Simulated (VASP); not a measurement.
## ZnS: single point with PBE-based screened hybrid with 20 % exact exchange

The system is ZnS.

```xyz
2
Lattice="0.0000 2.6941 2.6941 2.6941 0.0000 2.6941 2.6941 2.6941 0.0000" Properties=species:S:1:pos:R:3 pbc="T T T"
Zn    1.3470    1.3470    1.3470
S     0.0000    0.0000    0.0000
```

```json
{"Program": "VASP 6.6.1", "Task": "single point", "Functional": "PBE-based screened hybrid with 20 % exact exchange", "Potentials or basis": "VASP PAW PBE potentials, release 64 (Zn, S)", "Cutoff": "520 eV", "k mesh": "4 × 4 × 4", "Occupations": "gaussian, width 0.01 eV", "Spin": "no spin polarisation"}
```

| Property | Result |
| --- | --- |
| Pressure | 2.5 GPa |
| Band gap on the k mesh | 2.70 eV |

Levels at points of the mesh, in eV from the valence-band top:
```csv
k point,band 7,band 8,band 9,band 10,band 11,band 12
"(0.00, 0.00, 0.00)",0.00,0.00,0.00,2.70,6.95,6.95
"(0.50, 0.00, 0.00)",-5.43,-0.89,-0.89,3.87,7.45,7.45
"(0.50, 0.50, 0.00)",-4.82,-2.29,-2.29,3.77,4.58,11.76
```

Wall time 14 min on 1 thread of Intel Xeon 8259CL, on a shared host, peak memory 0.26 GiB.

Caveat: the k points lie up to 0.50 Å⁻¹ apart; the PAW data sets were made with another functional, which shifts forces and pressure a little.
